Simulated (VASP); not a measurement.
Set up this calculation in VASP 6.6.1, as the native input.

```
Task                   : single point
Functional             : PBE
Potentials or basis    : VASP PAW PBE potentials, release 64 (Li_sv, Br)
Cutoff                 : 750 eV
k mesh                 : 6 × 6 × 6
Occupations            : gaussian, width 0.1 eV
Spin                   : no spin polarisation
Dipole correction      : no
Further INCAR settings : ALGO = Normal; EDIFF = 1e-06; NBANDS = 12
```

The structure of LiBr lies in POSCAR:

```
LiBr
1.0
    0.0000000000      2.7445000000      2.7445000000
    2.7445000000      0.0000000000      2.7445000000
    2.7445000000      2.7445000000      0.0000000000
Li Br
1 1
Direct
    0.0000000000      0.0000000000      0.0000000000
    0.5000000000      0.5000000000      0.5000000000
```

One way to write it, as run:

INCAR

```
SYSTEM = LiBr
PREC = Accurate ; ENCUT = 750
EDIFF = 1E-6 ; ISMEAR = 0
SIGMA = 0.1 ; LREAL = .False.
LASPH = .True. ; NELM = 120
ALGO = Normal ; ISIF = 2
LWAVE = .False. ; LCHARG = .False.
GGA = PE ; NBANDS = 12
GGA_COMPAT = .False.
```

KPOINTS

```
regular mesh
0
Gamma
  6 6 6
  0 0 0
```

Potentials or basis: VASP PAW PBE potentials, release 64 (Li_sv, Br).

Run with:

```bash
$ cat potpaw_PBE.64/Li_sv/POTCAR potpaw_PBE.64/Br/POTCAR > POTCAR
$ mpirun -np 1 vasp_std > vasp.out
```

It gave:

```
Pressure               : 0.3 GPa
Band gap on the k mesh : 4.97 eV
```

Wall time 33 s on 1 thread of AMD EPYC 7571 (shared host), peak memory 0.17 GiB.
